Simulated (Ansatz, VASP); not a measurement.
**One calculation of HfNiS4, two programs**

```
Hf Ni S
1.0
     0.00000    3.61654    3.61654
     3.61654    0.00000    3.61654
     3.61654    3.61654    0.00000
Hf Ni S
1 1 4
Direct
  0.75000 0.75000 0.75000
  0.00000 0.00000 0.00000
  0.37465 0.37465 0.87606
  0.87606 0.37465 0.37465
  0.37465 0.37465 0.37465
  0.37465 0.87606 0.37465
```

Change from the starting cell: species swapped into the ErInCo4 type (F-43m, No. 216).

Alike in both runs: functional PBE; k mesh 10 × 10 × 10; occupations gaussian, width 0.1 eV; collinear spin.

Ansatz relaxed the structure, and its values are those at the end. VASP's run is a single point on that final structure, the one shown.

|  | VASP | Ansatz |
| --- | --- | --- |
| version | VASP 6.6.1 | Ansatz 0.2.0 |
| potentials or method | VASP PAW PBE potentials, release 64 (Hf_pv, Ni, S), cutoff 520 eV | scalar-relativistic, plane waves, PAW |
| valence electrons in the cell | 44 | 68 |

```csv
,VASP,Ansatz,Ansatz less VASP
gap on the k mesh at the Fermi level (eV),none,none,-
pressure (GPa),-0.4,0.0,+0.42
rms of the force components (eV/Å),0.003,0.001,-0.0020
net moment per atom (μB),0.00,0.00,0.000
```

A gap of «none» marks a metal or a gap that the smearing closes. With one functional, cell and mesh, what is left measures potentials, basis and numerics. VASP's potentials hold 44 valence electrons a cell and Ansatz's 68, so a difference there can come from the potentials and not from the codes. Ansatz's warnings: seeded moment not kept.

Neither program's run includes spin-orbit coupling.
